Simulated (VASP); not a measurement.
AgI: single point with LDA

The system is AgI.

```
CELL_PARAMETERS angstrom
4.58000 0.00000 0.00000
-2.29000 3.96640 0.00000
0.00000 0.00000 7.51000
ATOMIC_POSITIONS crystal
Ag 0.33333 0.66667 0.00000
Ag 0.66667 0.33333 0.50000
I 0.33333 0.66667 0.37500
I 0.66667 0.33333 0.87500
```

```json
{"Program": "VASP 6.6.1", "Task": "single point", "Functional": "LDA", "Potentials or basis": "VASP PAW LDA potentials, release 64 (Ag, I)", "Cutoff": "500 eV", "k mesh": "8 × 8 × 4", "Occupations": "fermi-dirac, width 0.02 eV", "Spin": "no spin polarisation", "Dipole correction": "no", "Further INCAR settings": "ALGO = Normal; EDIFF = 1e-06; NBANDS = 26"}
```

```
Pressure               : -2.2 GPa
Largest force          : 0.009 eV/Å
Band gap on the k mesh : 1.11 eV
```

Forces on the atoms (eV/Å):
```
Ag   0.000  0.000  0.009
Ag   0.000  0.000  0.009
I    0.000  0.000 -0.009
I    0.000  0.000 -0.009
```

Stress tensor (GPa, compression positive):
```
-2.18  0.00  0.00
 0.00 -2.18  0.00
 0.00  0.00 -2.35
```

Levels at points of the mesh, in eV from the valence-band top:
| k point | band 16 | band 17 | band 18 | band 19 | band 20 | band 21 |
| --- | --- | --- | --- | --- | --- | --- |
| (0.00, 0.00, 0.00) | -0.08 | 0.00 | 0.00 | 1.11 | 2.45 | 5.62 |
| (0.50, 0.00, 0.00) | -1.82 | -1.09 | -0.74 | 3.16 | 3.42 | 4.62 |
| (0.00, 0.00, 0.50) | -0.38 | -0.38 | -0.38 | 2.46 | 2.46 | 5.44 |
| (0.50, 0.00, 0.50) | -1.28 | -1.28 | -1.28 | 3.06 | 3.06 | 4.71 |

Run time: 98 s on 1 thread of Intel Xeon 8259CL, on a shared host, peak memory 0.26 GiB.

Caveat: spin-orbit coupling is left out, which moves the levels of the heavy elements. A hybrid or GW would open this gap; LDA tends to underestimate it.
